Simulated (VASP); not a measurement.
# RbLa2Cl2 (P6/mmm) in VASP: single point with PBE

Aim: the single point of RbLa2Cl2 with PBE.

All numbers are computed with VASP 6.6.1; they aren't measurements. Logs are shortened: lines on timing, memory, paths and dates and some standing lists are left out, and cuts for length are marked.

## 1. The cell of the first run

The structure is hexagonal, space group P6/mmm (No. 191). Conventional cell: a = 5.364 Å, b = 5.364 Å, c = 7.227 Å, α = 90.00°, β = 90.00°, γ = 120.00°. Rb (site symmetry 6/mmm) has 6 La at 3.10 Å within 4.1 Å. La (site symmetry -6m2) has 3 La at 3.10 Å and 3 Rb at 3.10 Å and 2 Cl at 3.61 Å within 4.1 Å. Cl (site symmetry -6m2) has 3 Cl at 3.10 Å and 2 La at 3.61 Å within 4.1 Å.

The cell was built from a structure type or drawn by symmetry, and may not be a known phase.

## 2. Single point, PBE

INCAR reads:

```
SYSTEM = RbLa2Cl2
  PREC = Accurate
  ENCUT = 520
  EDIFF = 1E-7
  ISMEAR = 0
  SIGMA = 0.1
  LREAL = .False.
  LASPH = .True.
  NELM = 80
  ALGO = Normal
  ISIF = 2
  LWAVE = .False.
  LCHARG = .False.
  GGA = PE
  NBANDS = 30
```

KPOINTS reads:

```
Automatic mesh
0
Gamma
  6 6 4
  0 0 0
```

POSCAR reads:

```
RbLa2Cl2
1.0
    5.3639140700      0.0000000000      0.0000000000
   -2.6819570400      4.6452858500      0.0000000000
    0.0000000000      0.0000000000      7.2268413000
Rb La Cl
1 2 2
Direct
    0.0000000000      0.0000000000      0.5000000000
    0.3333333300      0.6666666700      0.5000000000
    0.6666666700      0.3333333300      0.5000000000
    0.3333333300      0.6666666700      0.0000000000
    0.6666666700      0.3333333300      0.0000000000
```

Potentials or basis: VASP PAW PBE potentials, release 64 (Rb_sv, La, Cl).

Command:

```sh
$ cat potpaw_PBE.64/Rb_sv/POTCAR potpaw_PBE.64/La/POTCAR potpaw_PBE.64/Cl/POTCAR > POTCAR
$ mpirun -np 1 vasp_std > vasp.out
```

OUTCAR:

```text
SYSTEM = RbLa2Cl2
   PREC = Accurate
   ENCUT = 520
   EDIFF = 1E-7
   ISMEAR = 0
   LREAL = .False.
   LASPH = .True.
   NELM = 80
   ISIF = 2
   GGA = PE

 ion  position               nearest neighbor table
   1  0.000  0.000  0.500-   2 3.10   3 3.10   3 3.10   2 3.10   3 3.10   2 3.10
   2  0.333  0.667  0.500-   3 3.10   3 3.10   1 3.10   1 3.10   1 3.10   3 3.10
   3  0.667  0.333  0.500-   2 3.10   2 3.10   1 3.10   1 3.10   1 3.10   2 3.10
   4  0.333  0.667  0.000-
   5  0.667  0.333  0.000-

  LATTYP: Found a hexagonal cell.
 ALAT       =     5.3639140700
 C/A-ratio  =     1.3473074337

  Lattice vectors:

 A1 = (   5.3639140700,   0.0000000000,   0.0000000000)
 A2 = (  -2.6819570400,   4.6452858500,   0.0000000000)
 A3 = (   0.0000000000,   0.0000000000,   7.2268413000)

Analysis of symmetry for initial positions (statically):
=====================================================================
 Subroutine PRICEL returns:
 Original cell was already a primitive cell.

 Routine SETGRP: Setting up the symmetry group for a
 hexagonal supercell.

 Subroutine GETGRP returns: Found 24 space group operations
 (whereof 24 operations were pure point group operations)
 out of a pool of 24 trial point group operations.

The static configuration has the point symmetry D_6h.

Analysis of symmetry for dynamics (positions and initial velocities):
=====================================================================
 Subroutine PRICEL returns:
 Original cell was already a primitive cell.

 Routine SETGRP: Setting up the symmetry group for a
 hexagonal supercell.

 Subroutine GETGRP returns: Found 24 space group operations
 (whereof 24 operations were pure point group operations)
 out of a pool of 24 trial point group operations.

The dynamic configuration has the point symmetry D_6h.

 Subroutine INISYM returns: Found 24 space group operations
 (whereof 24 operations are pure point group operations),
 and found     1 'primitive' translations

----------------------------------------------------------------------------------------

                                     Primitive cell

  volume of cell :     180.0706

  direct lattice vectors                    reciprocal lattice vectors
     5.363914070  0.000000000  0.000000000     0.186431025  0.107636003  0.000000000
    -2.681957040  4.645285850  0.000000000     0.000000000  0.215272005  0.000000000
     0.000000000  0.000000000  7.226841300     0.000000000  0.000000000  0.138373040

  length of vectors
     5.363914070  5.363914074  7.226841300     0.215272005  0.215272005  0.138373040

  position of ions in fractional coordinates (direct lattice)
     0.000000000  0.000000000  0.500000000
     0.333333330  0.666666670  0.500000000
     0.666666670  0.333333330  0.500000000
     0.333333330  0.666666670  0.000000000
     0.666666670  0.333333330  0.000000000

  ion indices of the primitive-cell ions
   primitive index   ion index
                 1           1
                 2           2
                 3           3
                 4           4
                 5           5

----------------------------------------------------------------------------------------

 KPOINTS: Automatic mesh

Automatic generation of k-mesh.
 Grid dimensions read from file:
 generate k-points for:    6    6    4

 Generating k-lattice:

  Cartesian coordinates                     Fractional coordinates (reciprocal lattice)
     0.031071838  0.017939334  0.000000000     0.166666667 -0.000000000  0.000000000
     0.000000000  0.035878668  0.000000000     0.000000000  0.166666667  0.000000000
     0.000000000  0.000000000  0.034593260     0.000000000  0.000000000  0.250000000

  Length of vectors
     0.035878668  0.035878668  0.034593260

  Shift w.r.t. Gamma in fractional coordinates (k-lattice)
     0.000000000  0.000000000  0.000000000

 Subroutine IBZKPT returns following result:
 ===========================================

 Found     21 irreducible k-points:

 Following reciprocal coordinates:
            Coordinates               Weight
  0.000000  0.000000  0.000000      1.000000
  0.166667 -0.000000  0.000000      6.000000
  0.333333 -0.000000  0.000000      6.000000
  0.500000  0.000000  0.000000      3.000000
  0.166667  0.166667  0.000000      6.000000
  0.333333  0.166667  0.000000     12.000000
[... 13 lines left out ...]
  0.333333  0.166667  0.500000     12.000000
  0.333333  0.333333  0.500000      2.000000
   k-points           NKPTS =     21   k-points in BZ     NKDIM =     21   number of bands    NBANDS=     30
   number of dos      NEDOS =    301   number of ions     NIONS =      5
   total plane-waves  NPLWV =  86400
   dimension x,y,z NGX =    40 NGY =   40 NGZ =   54
   dimension x,y,z NGXF=    80 NGYF=   80 NGZF=  108
   ions per type =               1   2   2
   NGX,Y,Z   is equivalent  to a cutoff of  12.40, 12.40, 12.42 a.u.
   NGXF,Y,Z  is equivalent  to a cutoff of  24.79, 24.79, 24.84 a.u.
 SYSTEM =  RbLa2Cl2
   PREC   = accura    normal or accurate (medium, high low for compatibility)
   ISTART =      0    job   : 0-new  1-cont  2-samecut
   ICHARG =      2    charge: 1-file 2-atom 10-const
   ISPIN  =      1    spin polarized calculation?
   LNONCOLLINEAR =      F non collinear calculations
   LSORBIT =      F    spin-orbit coupling
   LASPH  =      T    aspherical Exc in radial PAW
   ENCUT  =  520.0 eV  38.22 Ry    6.18 a.u.   9.97  9.97 13.44*2*pi/ulx,y,z
   NELM   =     80;   NELMIN=  2; NELMDL= -5     # of ELM steps
   EDIFF  = 0.1E-06   stopping-criterion for ELM
   LREAL  =      F    real-space projection
   EDIFFG = 0.1E-05   stopping-criterion for IOM
   NSW    =      0    number of steps for IOM
   IBRION =     -1    ionic relax: 0-MD 1-quasi-New 2-CG
   NFREE  =      0    steps in history (QN), initial steepest desc. (CG)
   ISIF   =      2    stress and relaxation
   ISYM   =      2    0-nonsym 1-usesym 2-fastsym
   POTIM  = 0.5000    time-step for ionic-motion
   TEBEG  =    0.0;   TEEND  =   0.0 temperature during run
   PSTRESS=    0.0 pullay stress
   NELECT =      45.0000    total number of electrons
   NUPDOWN=      -1.0000    fix difference up-down
   EMIN   =  10.00;   EMAX   =-10.00  energy-range for DOS
   EFERMI =   0.00;   METHOD = LEGACY
   ISMEAR =     0;   SIGMA  =   0.10  broadening in eV -4-tet -1-fermi 0-gaus
   EFERMI_NEDOS =   21; number of points for ismear=-14 and -15
   IALGO  =     38    algorithm
   IMIX   =      4    mixing-type and parameters
     AMIX     =   0.40;   BMIX     =  1.00
     AMIX_MAG =   1.60;   BMIX_MAG =  1.00
  volume/ion in A,a.u.               =      36.01       243.04
  Fermi-wavevector in a.u.,A,eV,Ry     =   1.031173  1.948634 14.467308  1.063317
  Thomas-Fermi vector in A             =   2.165308
   LORBIT       =      0    0 simple, 1 ext, 2 COOP (PROOUT), +10 PAW based schemes
   GGA     = PE    functional components
   LHFCALC =     F    Hartree Fock is set to
   AEXX    =    0.0000 exact exchange contribution
   IVDW    =     0    specifies the selected vdW correction
   LEPSILON=     F    determine dielectric tensor
   LRPA    =     F    only Hartree local field effects (RPA)
 non-spin polarized calculation
 Gauss-broadening in eV      SIGMA  =   0.10
  energy-cutoff  :      520.00
  volume of cell :      180.07
 maximum number of plane-waves:      4878
 NGX is ok and might be reduce to    40
   NGX = 19   NGY = 19   NGZ = 27

 number of electron      44.9999998 magnetization

 Free energy of the ion-electron system (eV)
  ---------------------------------------------------
  ext. energy  EPLUGINS =         0.00000000
  ---------------------------------------------------
  free energy    TOTEN  =       -11.02539274 eV

  energy without entropy =      -10.98007757  energy(sigma->0) =      -11.00273515

 E-fermi :   3.2664     XC(G=0):  -8.0108

 val. band max:        3.2572336816   @ k =   0.1667  -0.0000   0.2500
 cond. band min:       3.2753553707   @ k =   0.1667   0.1667   0.0000
 fundamental gap:      0.0181216892
 Fermi energy:         3.2663967633

 k-point     1 :       0.0000    0.0000    0.0000
  band No.  band energies     occupation
      1     -29.9368      2.00000
      2     -29.1909      2.00000
      3     -25.2987      2.00000
      4     -14.5433      2.00000
      5     -14.5433      2.00000
      6     -13.6598      2.00000
[... 22 lines left out ...]
     29       4.9750      0.00000
     30       4.9807      0.00000

 k-point     2 :       0.1667   -0.0000    0.0000
  band No.  band energies     occupation
      1     -29.8928      2.00000
      2     -29.2370      2.00000
      3     -25.3156      2.00000
      4     -14.6730      2.00000
      5     -14.5196      2.00000
      6     -13.6175      2.00000
[... 22 lines left out ...]
     29       4.7016      0.00000
     30       4.9371      0.00000

 k-point     3 :       0.3333   -0.0000    0.0000
  band No.  band energies     occupation
      1     -29.7789      2.00000
      2     -29.3545      2.00000
      3     -25.3507      2.00000
      4     -14.8729      2.00000
      5     -14.2890      2.00000
      6     -13.5089      2.00000
[... 22 lines left out ...]
     29       4.8606      0.00000
     30       4.9121      0.00000

 k-point     4 :       0.5000    0.0000    0.0000
  band No.  band energies     occupation
      1     -29.6863      2.00000
      2     -29.4487      2.00000
      3     -25.3690      2.00000
      4     -14.9553      2.00000
      5     -14.0031      2.00000
      6     -13.4210      2.00000
[... 22 lines left out ...]
     29       4.9843      0.00000
     30       5.0095      0.00000

 k-point     5 :       0.1667    0.1667    0.0000
  band No.  band energies     occupation
      1     -29.8126      2.00000
      2     -29.3199      2.00000
      3     -25.3421      2.00000
      4     -14.7550      2.00000
      5     -14.4518      2.00000
      6     -13.5410      2.00000
[... 22 lines left out ...]
     29       4.8155      0.00000
     30       4.8382      0.00000
[... 427 lines left out ...]
     29       4.9855      0.00000
     30       5.0254      0.00000

 k-point    19 :       0.1667    0.1667    0.5000
  band No.  band energies     occupation
      1     -29.8126      2.00000
      2     -29.3199      2.00000
      3     -25.3421      2.00000
      4     -14.7549      2.00000
      5     -14.4518      2.00000
      6     -13.5510      2.00000
[... 22 lines left out ...]
     29       4.8586      0.00000
     30       4.9943      0.00000

 k-point    20 :       0.3333    0.1667    0.5000
  band No.  band energies     occupation
      1     -29.6884      2.00000
      2     -29.4461      2.00000
      3     -25.3702      2.00000
      4     -14.8182      2.00000
      5     -14.1389      2.00000
      6     -13.4325      2.00000
[... 22 lines left out ...]
     29       4.9746      0.00000
     30       5.0574      0.00000

 k-point    21 :       0.3333    0.3333    0.5000
  band No.  band energies     occupation
      1     -29.5674      2.00000
      2     -29.5674      2.00000
      3     -25.3811      2.00000
      4     -14.7011      2.00000
      5     -13.8047      2.00000
      6     -13.8047      2.00000
[... 22 lines left out ...]
     29       5.0848      0.00000
     30       5.0850      0.00000

------------------------ aborting loop because EDIFF is reached ----------------------------------------

  FORCE on cell =-STRESS in cart. coord.  units (eV):
  Direction    XX          YY          ZZ          XY          YZ          ZX
  --------------------------------------------------------------------------------------
  -------------------------------------------------------------------------------------
  Total       14.2855781     14.2855781    -15.2057817     -0.0000000     -0.0000000      0.0000000
  in kB      127.1058762    127.1058763   -135.2933844     -0.0000001     -0.0000000      0.0000000
  external PRESSURE =      39.6394561 kB  Pullay stress =       0.0000000 kB

 VOLUME and BASIS-vectors are now :
 -----------------------------------------------------------------------------
  energy-cutoff  :      520.00
  volume of cell :      180.07
      direct lattice vectors                 reciprocal lattice vectors
     5.363914070  0.000000000  0.000000000     0.186431025  0.107636003  0.000000000
    -2.681957040  4.645285850  0.000000000     0.000000000  0.215272005  0.000000000
     0.000000000  0.000000000  7.226841300     0.000000000  0.000000000  0.138373040

 POSITION                                       TOTAL-FORCE (eV/Angst)
 -----------------------------------------------------------------------------------
      0.00000      0.00000      3.61342        -0.000000      0.000000      0.000000
     -0.00000      3.09686      3.61342         0.000000      0.000000     -0.000000
      2.68196      1.54843      3.61342        -0.000000      0.000000      0.000000
     -0.00000      3.09686      0.00000         0.000000      0.000000      0.000000
      2.68196      1.54843      0.00000        -0.000000      0.000000      0.000000
 -----------------------------------------------------------------------------------
    total drift:                                0.000000     -0.000000      0.000000

  FREE ENERGIE OF THE ION-ELECTRON SYSTEM (eV)
  ---------------------------------------------------
  free  energy   TOTEN  =       -11.0253927371 eV

  energy  without entropy=      -10.9800775723  energy(sigma->0) =      -11.00273515
```

It took 2.5 min on 1 thread of AMD EPYC 7R13 (Zen 3), shared host; peak memory 0.32 GiB.

What came out:

```yaml
Free_energy: -11.0254 eV
Pressure: 4.0 GPa
Band_gap_on_the_k_mesh: zero (an odd number of electrons rules out a gap without spin polarisation)
```

Stress tensor (GPa, compression positive):
```
 12.71   0.00   0.00
  0.00  12.71   0.00
  0.00   0.00 -13.53
```

Levels at points of the mesh, in eV from the Fermi level:
```csv
k point,band 18,band 19,band 20,band 21,band 22,band 23,band 24,band 25,band 26,band 27
"(0.00, 0.00, 0.00)",-1.54,-0.78,-0.58,-0.58,0.16,0.16,0.71,0.98,0.98,1.33
"(0.50, 0.00, 0.00)",-1.99,-1.49,-0.84,-0.57,-0.11,0.13,0.53,0.70,1.12,1.15
"(0.00, 0.00, 0.50)",-1.74,-0.69,-0.64,-0.64,0.34,0.34,1.09,1.09,1.33,1.53
"(0.50, 0.00, 0.50)",-2.24,-1.49,-0.87,-0.33,-0.12,0.13,0.69,0.70,1.13,1.16
```

Caveat: the cell stands under pressure; spin-orbit coupling is left out, which moves the levels of the heavy elements; an odd number of electrons without spin polarisation forces a metal; a magnetic or distorted state may lie lower.
